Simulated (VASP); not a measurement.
# Re (Im-3m) in VASP: further runs

Re is run at these levels: PBE, r2SCAN; tasks: single point.

Everything below comes from runs of VASP 6.6.1. Logs are shortened: lines on timing, memory, paths and dates and some standing lists are left out, and cuts for length are marked.

## Step 1: The cell of the first run

Symmetry: Im-3m, No. 229, cubic system. The conventional cell has a = 3.151 Å, b = 3.151 Å, c = 3.151 Å, α = 90.00°, β = 90.00°, γ = 90.00°. Within 3.6 Å of Re (site symmetry m-3m) lie 14 Re at 2.73 to 3.15 Å.

## Step 2: Single point, PBE

Contents of INCAR:

```
SYSTEM = Re
PREC = Accurate
ENCUT = 520
EDIFF = 1E-6
ISMEAR = 0
SIGMA = 0.05
LREAL = .False.
LASPH = .True.
NELM = 80
ALGO = Fast
ISIF = 2
LWAVE = .False.
LCHARG = .True.
GGA = PE
LELF = .True.
LVHAR = .True.
NBANDS = 10
```

Contents of KPOINTS:

```
regular mesh
0
Gamma
  8 8 8
  0 0 0
```

Contents of POSCAR:

```
Re
1.0
   -1.5753253036      1.5753253036      1.5753253036
    1.5753253036     -1.5753253036      1.5753253036
    1.5753253036      1.5753253036     -1.5753253036
Re
1
Direct
    0.0000000000      0.0000000000      0.0000000000
```

Potentials or basis: VASP PAW PBE potentials, release 64 (Re).

Started as:

```bash
cat potpaw_PBE.64/Re/POTCAR > POTCAR
mpirun -np 1 vasp_std > vasp.out
```

OUTCAR:

```text
SYSTEM = Re
   PREC = Accurate
   ENCUT = 520
   EDIFF = 1E-6
   ISMEAR = 0
   LREAL = .False.
   LASPH = .True.
   NELM = 80
   ISIF = 2
   GGA = PE

 ion  position               nearest neighbor table
   1  0.000  0.000  0.000-

  LATTYP: Found a body centered cubic cell.
 ALAT       =     3.1506506072

  Lattice vectors:

 A1 = (  -1.5753253036,   1.5753253036,   1.5753253036)
 A2 = (   1.5753253036,  -1.5753253036,   1.5753253036)
 A3 = (   1.5753253036,   1.5753253036,  -1.5753253036)

Analysis of symmetry for initial positions (statically):
=====================================================================
 Subroutine PRICEL returns:
 Original cell was already a primitive cell.

 Routine SETGRP: Setting up the symmetry group for a
 body centered cubic supercell.

 Subroutine GETGRP returns: Found 48 space group operations
 (whereof 48 operations were pure point group operations)
 out of a pool of 48 trial point group operations.

The static configuration has the point symmetry O_h .

Analysis of symmetry for dynamics (positions and initial velocities):
=====================================================================
 Subroutine PRICEL returns:
 Original cell was already a primitive cell.

 Routine SETGRP: Setting up the symmetry group for a
 body centered cubic supercell.

 Subroutine GETGRP returns: Found 48 space group operations
 (whereof 48 operations were pure point group operations)
 out of a pool of 48 trial point group operations.

The dynamic configuration has the point symmetry O_h .

 Subroutine INISYM returns: Found 48 space group operations
 (whereof 48 operations are pure point group operations),
 and found     1 'primitive' translations

----------------------------------------------------------------------------------------

                                     Primitive cell

  volume of cell :      15.6376

  direct lattice vectors                    reciprocal lattice vectors
    -1.575325304  1.575325304  1.575325304     0.000000000  0.317394762  0.317394762
     1.575325304 -1.575325304  1.575325304     0.317394762  0.000000000  0.317394762
     1.575325304  1.575325304 -1.575325304     0.317394762  0.317394762  0.000000000

  length of vectors
     2.728543464  2.728543464  2.728543464     0.448863977  0.448863977  0.448863977

  position of ions in fractional coordinates (direct lattice)
     0.000000000  0.000000000  0.000000000

  ion indices of the primitive-cell ions
   primitive index   ion index
                 1           1

----------------------------------------------------------------------------------------

 KPOINTS: regular mesh

Automatic generation of k-mesh.
 Grid dimensions read from file:
 generate k-points for:    8    8    8

 Generating k-lattice:

  Cartesian coordinates                     Fractional coordinates (reciprocal lattice)
     0.000000000  0.039674345  0.039674345     0.125000000  0.000000000  0.000000000
     0.039674345  0.000000000  0.039674345     0.000000000  0.125000000  0.000000000
     0.039674345  0.039674345  0.000000000     0.000000000  0.000000000  0.125000000

  Length of vectors
     0.056107997  0.056107997  0.056107997

  Shift w.r.t. Gamma in fractional coordinates (k-lattice)
     0.000000000  0.000000000  0.000000000

 Subroutine IBZKPT returns following result:
 ===========================================

 Found     29 irreducible k-points:

 Following reciprocal coordinates:
            Coordinates               Weight
  0.000000  0.000000  0.000000      1.000000
  0.125000  0.000000  0.000000     12.000000
  0.250000  0.000000  0.000000     12.000000
  0.375000  0.000000  0.000000     12.000000
  0.500000  0.000000  0.000000      6.000000
  0.125000  0.125000  0.000000     24.000000
[... 16 lines left out ...]
 -0.250000  0.250000  0.250000      6.000000
 -0.375000  0.375000  0.250000     24.000000
 [... further k-points ...]
   k-points           NKPTS =     29   k-points in BZ     NKDIM =     29   number of bands    NBANDS=     10
   number of dos      NEDOS =    301   number of ions     NIONS =      1
   total plane-waves  NPLWV =   8000
   dimension x,y,z NGX =    20 NGY =   20 NGZ =   20
   dimension x,y,z NGXF=    40 NGYF=   40 NGZF=   40
   ions per type =               1
   NGX,Y,Z   is equivalent  to a cutoff of  12.19, 12.19, 12.19 a.u.
   NGXF,Y,Z  is equivalent  to a cutoff of  24.37, 24.37, 24.37 a.u.
 SYSTEM =  Re
   PREC   = accura    normal or accurate (medium, high low for compatibility)
   ISTART =      0    job   : 0-new  1-cont  2-samecut
   ICHARG =      2    charge: 1-file 2-atom 10-const
   ISPIN  =      1    spin polarized calculation?
   LNONCOLLINEAR =      F non collinear calculations
   LSORBIT =      F    spin-orbit coupling
   LASPH  =      T    aspherical Exc in radial PAW
   ENCUT  =  520.0 eV  38.22 Ry    6.18 a.u.   5.07  5.07  5.07*2*pi/ulx,y,z
   NELM   =     80;   NELMIN=  2; NELMDL= -5     # of ELM steps
   EDIFF  = 0.1E-05   stopping-criterion for ELM
   LREAL  =      F    real-space projection
   EDIFFG = 0.1E-04   stopping-criterion for IOM
   NSW    =      0    number of steps for IOM
   IBRION =     -1    ionic relax: 0-MD 1-quasi-New 2-CG
   NFREE  =      0    steps in history (QN), initial steepest desc. (CG)
   ISIF   =      2    stress and relaxation
   ISYM   =      2    0-nonsym 1-usesym 2-fastsym
   POTIM  = 0.5000    time-step for ionic-motion
   TEBEG  =    0.0;   TEEND  =   0.0 temperature during run
   PSTRESS=    0.0 pullay stress
   NELECT =       7.0000    total number of electrons
   NUPDOWN=      -1.0000    fix difference up-down
   EMIN   =  10.00;   EMAX   =-10.00  energy-range for DOS
   EFERMI =   0.00;   METHOD = LEGACY
   ISMEAR =     0;   SIGMA  =   0.05  broadening in eV -4-tet -1-fermi 0-gaus
   EFERMI_NEDOS =   21; number of points for ismear=-14 and -15
   IALGO  =     68    algorithm
   IMIX   =      4    mixing-type and parameters
     AMIX     =   0.40;   BMIX     =  1.00
     AMIX_MAG =   1.60;   BMIX_MAG =  1.00
  volume/ion in A,a.u.               =      15.64       105.53
  Fermi-wavevector in a.u.,A,eV,Ry     =   1.252326  2.366552 21.338282  1.568319
  Thomas-Fermi vector in A             =   2.386231
   LORBIT       =      0    0 simple, 1 ext, 2 COOP (PROOUT), +10 PAW based schemes
   GGA     = PE    functional components
   LHFCALC =     F    Hartree Fock is set to
   AEXX    =    0.0000 exact exchange contribution
   IVDW    =     0    specifies the selected vdW correction
   LEPSILON=     F    determine dielectric tensor
   LRPA    =     F    only Hartree local field effects (RPA)
 non-spin polarized calculation
 RMM-DIIS sequential band-by-band and
 Gauss-broadening in eV      SIGMA  =   0.05
  energy-cutoff  :      520.00
  volume of cell :       15.64
 maximum number of plane-waves:       429
   NGX = 11   NGY = 11   NGZ = 11

 number of electron       7.0000001 magnetization

 Free energy of the ion-electron system (eV)
  ---------------------------------------------------
  ext. energy  EPLUGINS =         0.00000000
  ---------------------------------------------------
  free energy    TOTEN  =       -12.10299482 eV

  energy without entropy =      -12.10248868  energy(sigma->0) =      -12.10274175

 E-fermi :   7.9687     XC(G=0): -13.3965

 val. band max:        7.9350243426   @ k =  -0.2500   0.2500   0.2500
 cond. band min:       8.0711111966   @ k =   0.2500   0.1250   0.0000
 fundamental gap:      0.1360868540
 Fermi energy:         7.9687130759

 k-point     1 :       0.0000    0.0000    0.0000
  band No.  band energies     occupation
      1      -2.2839      2.00000
      2       5.5128      2.00000
      3       5.5128      2.00000
      4       5.5128      2.00000
      5       8.7380      0.00000
      6       8.7380      0.00000
      7      23.4717      0.00000
      8      23.4717      0.00000
      9      23.4717      0.00000
     10      34.7771      0.00000

 k-point     2 :       0.1250    0.0000    0.0000
  band No.  band energies     occupation
      1      -1.5886      2.00000
      2       5.1460      2.00000
      3       5.4201      2.00000
      4       6.1874      2.00000
      5       8.2959      0.00000
      6       8.7656      0.00000
      7      23.8809      0.00000
      8      24.6315      0.00000
      9      24.6427      0.00000
     10      31.0685      0.00000

 k-point     3 :       0.2500    0.0000    0.0000
  band No.  band energies     occupation
      1       0.0502      2.00000
      2       4.3633      2.00000
      3       5.1147      2.00000
      4       8.0752      0.00260
      5       8.1715      0.00000
      6       8.9229      0.00000
      7      23.1121      0.00000
      8      23.7519      0.00000
      9      27.7532      0.00000
     10      30.4101      0.00000

 k-point     4 :       0.3750    0.0000    0.0000
  band No.  band energies     occupation
      1       0.9900      2.00000
      2       3.6873      2.00000
      3       6.2045      2.00000
      4       8.6260      0.00000
      5       9.2332      0.00000
      6      10.6222      0.00000
      7      19.5569      0.00000
      8      20.8822      0.00000
      9      26.7143      0.00000
     10      31.8605      0.00000
[... 222 lines left out ...]
 k-point    22 :       0.2500    0.2500    0.2500
  band No.  band energies     occupation
      1       4.0438      2.00000
      2       4.0438      2.00000
      3       4.0438      2.00000
      4       9.5519      0.00000
      5       9.5519      0.00000
      6      13.7413      0.00000
      7      19.0015      0.00000
      8      19.0015      0.00000
      9      19.0015      0.00000
     10      34.7014      0.00000

 k-point    23 :      -0.2500    0.2500    0.2500
  band No.  band energies     occupation
      1       1.9956      2.00000
      2       4.3131      2.00000
      3       6.2710      2.00000
      4       6.2710      2.00000
      5       7.9350      1.65934
      6       9.9283      0.00000
      7      22.3874      0.00000
      8      26.2860      0.00000
      9      26.2860      0.00000
     10      27.1577      0.00000

 k-point    24 :      -0.3750    0.3750    0.2500
  band No.  band energies     occupation
      1       2.6451      2.00000
      2       3.3502      2.00000
      3       6.2798      2.00000
      4       7.0657      2.00000
      5      10.0743      0.00000
      6      11.0978      0.00000
      7      20.4450      0.00000
      8      23.0099      0.00000
      9      24.6490      0.00000
     10      28.1584      0.00000

 [... further k-points ...]
[... 5 lines left out ...]
  --------------------------------------------------------------------------------------
  -------------------------------------------------------------------------------------
  Total       -1.2137886     -1.2137886     -1.2137886     -0.0000000     -0.0000000      0.0000000
  in kB     -124.3606306   -124.3606306   -124.3606306     -0.0000000     -0.0000000      0.0000000
  external PRESSURE =    -124.3606306 kB  Pullay stress =       0.0000000 kB

 VOLUME and BASIS-vectors are now :
 -----------------------------------------------------------------------------
  energy-cutoff  :      520.00
  volume of cell :       15.64
      direct lattice vectors                 reciprocal lattice vectors
    -1.575325304  1.575325304  1.575325304     0.000000000  0.317394762  0.317394762
     1.575325304 -1.575325304  1.575325304     0.317394762  0.000000000  0.317394762
     1.575325304  1.575325304 -1.575325304     0.317394762  0.317394762  0.000000000

 POSITION                                       TOTAL-FORCE (eV/Angst)
 -----------------------------------------------------------------------------------
      0.00000      0.00000      0.00000         0.000000      0.000000      0.000000
 -----------------------------------------------------------------------------------
    total drift:                                0.000000      0.000000      0.000000

  FREE ENERGIE OF THE ION-ELECTRON SYSTEM (eV)
  ---------------------------------------------------
  free  energy   TOTEN  =       -12.1029948221 eV

  energy  without entropy=      -12.1024886762  energy(sigma->0) =      -12.10274175
```

Wall time 3.9 s (1 thread of Intel Xeon 6975P-C (Granite Rapids), shared host); peak memory 0.12 GiB.

What came out:

- Free energy: -12.1030 eV
- Pressure: -12.4 GPa

Caveat: spin-orbit coupling is left out, which moves the levels of the heavy elements.

## Step 3: Single point, PBE

This run uses another cell than the first one, of 15.08 Å³/atom, 0.964 times its volume.

Contents of INCAR:

```
ALGO = Normal ; EDIFF = 1E-6
ENCUT = 520 ; GGA = PE
ISIF = 2 ; ISMEAR = 0
LASPH = T ; LCHARG = T
LELF = T ; LREAL = F
LVHAR = T ; LWAVE = F
NBANDS = 10 ; NELM = 60
PREC = Accurate ; SIGMA = 0.05
```

Contents of KPOINTS:

```
k-points
0
Gamma
  8 8 8
```

Contents of POSCAR:

```
Re
1.0
   -1.5564558650      1.5564558650      1.5564558650
    1.5564558650     -1.5564558650      1.5564558650
    1.5564558650      1.5564558650     -1.5564558650
Re
1
Direct
    0.0000000000      0.0000000000      0.0000000000
```

Potentials or basis: VASP PAW PBE potentials, release 64 (Re).

Started as:

```bash
cat potpaw_PBE.64/Re/POTCAR > POTCAR
mpirun -np 1 vasp_std > vasp.out
```

OUTCAR:

```text
EDIFF = 1E-6
   ENCUT = 520
   GGA = PE
   ISIF = 2
   ISMEAR = 0
   LASPH = T
   LREAL = F
   NELM = 60
   PREC = Accurate

 ion  position               nearest neighbor table
   1  0.000  0.000  0.000-

  LATTYP: Found a body centered cubic cell.
 ALAT       =     3.1129117300

  Lattice vectors:

 A1 = (  -1.5564558650,   1.5564558650,   1.5564558650)
 A2 = (   1.5564558650,  -1.5564558650,   1.5564558650)
 A3 = (   1.5564558650,   1.5564558650,  -1.5564558650)

Analysis of symmetry for initial positions (statically):
[... 480 lines left out ...]
      2       3.5773      2.00000
      3       6.6618      2.00000
      4       7.4872      2.00000
      5      10.6622      0.00000
      6      11.7479      0.00000
      7      21.3888      0.00000
      8      24.0115      0.00000
      9      25.5654      0.00000
     10      29.1682      0.00000

 [... further k-points ...]
[... 5 lines left out ...]
  --------------------------------------------------------------------------------------
  -------------------------------------------------------------------------------------
  Total       -0.0435655     -0.0435655     -0.0435655     -0.0000000      0.0000000     -0.0000000
  in kB       -4.6278890     -4.6278890     -4.6278890     -0.0000000      0.0000000     -0.0000000
  external PRESSURE =      -4.6278890 kB  Pullay stress =       0.0000000 kB

 VOLUME and BASIS-vectors are now :
 -----------------------------------------------------------------------------
  energy-cutoff  :      520.00
  volume of cell :       15.08
      direct lattice vectors                 reciprocal lattice vectors
    -1.556455865  1.556455865  1.556455865     0.000000000  0.321242646  0.321242646
     1.556455865 -1.556455865  1.556455865     0.321242646  0.000000000  0.321242646
     1.556455865  1.556455865 -1.556455865     0.321242646  0.321242646  0.000000000

 POSITION                                       TOTAL-FORCE (eV/Angst)
 -----------------------------------------------------------------------------------
      0.00000      0.00000      0.00000        -0.000000      0.000000      0.000000
 -----------------------------------------------------------------------------------
    total drift:                                0.000000      0.000000      0.000000

  FREE ENERGIE OF THE ION-ELECTRON SYSTEM (eV)
  ---------------------------------------------------
  free  energy   TOTEN  =       -12.1256080686 eV

  energy  without entropy=      -12.1250544448  energy(sigma->0) =      -12.12533126
```

OSZICAR:

```text
N       E                     dE             d eps       ncg     rms          rms(c)
DAV:   1     0.577570342138E+01    0.57757E+01   -0.34629E+03   940   0.788E+02
DAV:   2    -0.125682051861E+02   -0.18344E+02   -0.17070E+02   934   0.169E+02
DAV:   3    -0.128334321361E+02   -0.26523E+00   -0.25947E+00   940   0.255E+01
DAV:   4    -0.128338769455E+02   -0.44481E-03   -0.44480E-03   894   0.524E-01
DAV:   5    -0.128338779138E+02   -0.96834E-06   -0.96801E-06   800   0.188E-02    0.290E+01
DAV:   6    -0.123106359175E+02    0.52324E+00   -0.45159E-01   918   0.175E+01    0.118E+01
DAV:   7    -0.121315815305E+02    0.17905E+00   -0.35139E-01   924   0.149E+01    0.883E-01
DAV:   8    -0.121257698926E+02    0.58116E-02   -0.35333E-03   854   0.511E-01    0.141E-01
DAV:   9    -0.121256013057E+02    0.16859E-03   -0.22059E-04   886   0.102E-01    0.463E-02
DAV:  10    -0.121256078921E+02   -0.65864E-05   -0.17609E-05   852   0.384E-02    0.283E-03
DAV:  11    -0.121256080686E+02   -0.17652E-06   -0.25686E-07   440   0.126E-02
   1 F= -.12125608E+02 E0= -.12125331E+02  d E =-.553624E-03
```

stdout:

```text
POSCAR found type information on POSCAR Re
 POSCAR found :  1 types and       1 ions
 scaLAPACK will be used
 LDA part: xc-table for (Slater+PW92), standard interpolation
 POSCAR, INCAR and KPOINTS ok, starting setup
 FFT: planning ... GRIDC
 FFT: planning ... GRID_SOFT
 FFT: planning ... GRID
 WAVECAR not read
 entering main loop
```

Wall time 3.6 s (1 thread of Intel Xeon 6975P-C (Granite Rapids), shared host); peak memory 0.12 GiB.

Results:

```yaml
Free_energy: -12.1256 eV
Pressure: -0.5 GPa
```

Caveat: spin-orbit coupling is left out, which moves the levels of the heavy elements.

## Step 4: Single point, r2SCAN

This run uses another cell than the first one, of 14.49 Å³/atom, 0.927 times its volume.

Contents of POSCAR:

```
Re
1.0
   -1.5357794184      1.5357794184      1.5357794184
    1.5357794184     -1.5357794184      1.5357794184
    1.5357794184      1.5357794184     -1.5357794184
Re
1
Direct
    0.0000000000      0.0000000000      0.0000000000
```

Contents of INCAR.step1:

```
  ALGO = Normal
  EDIFF = 1E-4
  ENCUT = 520
  GGA = PE
  ISMEAR = 0
  LASPH = True
  LCHARG = False
  LREAL = False
  LWAVE = True
  NBANDS = 10
  NELM = 80
  PREC = Accurate
  SIGMA = 0.05
```

Contents of INCAR.step2:

```
  ALGO = Normal
  EDIFF = 1E-6
  ENCUT = 520
  ISIF = 2
  ISMEAR = 0
  ISTART = 1
  LASPH = True
  LCHARG = True
  LELF = True
  LMIXTAU = True
  LREAL = False
  LVHAR = True
  LWAVE = False
  METAGGA = R2SCAN
  NBANDS = 10
  NELM = 80
  PREC = Accurate
  SIGMA = 0.05
```

Contents of KPOINTS:

```
k-points
0
Gamma
  18 18 18
```

Started as:

```bash
cat potpaw_PBE.64/Re/POTCAR > POTCAR
cp INCAR.step1 INCAR
mpirun -np 1 vasp_std > vasp.out
cp INCAR.step2 INCAR
mpirun -np 1 vasp_std > vasp.out
```

Wall time 53 s (1 thread of Intel Xeon 6975P-C (Granite Rapids), shared host); peak memory 0.14 GiB.

The run converged. Its results:

- Free energy: -52.1530 eV
- Pressure: 9.7 GPa

Levels at points of the mesh, in eV from the Fermi level:
| k point | band 1 | band 2 | band 3 | band 4 | band 5 | band 6 | band 7 | band 8 |
| --- | --- | --- | --- | --- | --- | --- | --- | --- |
| (0.00, 0.00, 0.00) | -11.50 | -3.01 | -3.01 | -3.01 | 0.90 | 0.90 | 16.26 | 16.26 |
| (0.50, 0.00, 0.00) | -8.09 | -5.44 | -0.18 | 0.74 | 1.72 | 4.65 | 10.78 | 12.54 |
| (0.50, 0.50, 0.50) | -7.64 | -7.64 | 3.66 | 3.66 | 3.66 | 8.37 | 8.37 | 8.37 |

Caveat: the PAW data sets were made with another functional, which shifts forces and pressure a little; spin-orbit coupling is left out, which moves the levels of the heavy elements.

## Step 5: Overview

| level | cell | k mesh | gap on the mesh (eV) | pressure (GPa) |
| --- | --- | --- | --- | --- |
| PBE | a = 2.729 Å, angles 109.5°, 1 atom | 8 × 8 × 8 | none | -12.4 |
| PBE | a = 2.696 Å, angles 109.5°, 1 atom | 8 × 8 × 8 | none | -0.5 |
| r2SCAN | a = 2.660 Å, angles 109.5°, 1 atom | 18 × 18 × 18 | none | 9.7 |

Alike in all rows: task single point; potentials or basis VASP PAW PBE potentials, release 64 (Re); no spin polarisation; cutoff (eV) 520; smearing gaussian 0.05 eV.

Caveats: spin-orbit coupling is left out, which moves the levels of the heavy elements; the PAW data sets were made with another functional, which shifts forces and pressure a little (some runs).

Absolute energies hang on the potentials; compare differences alone.
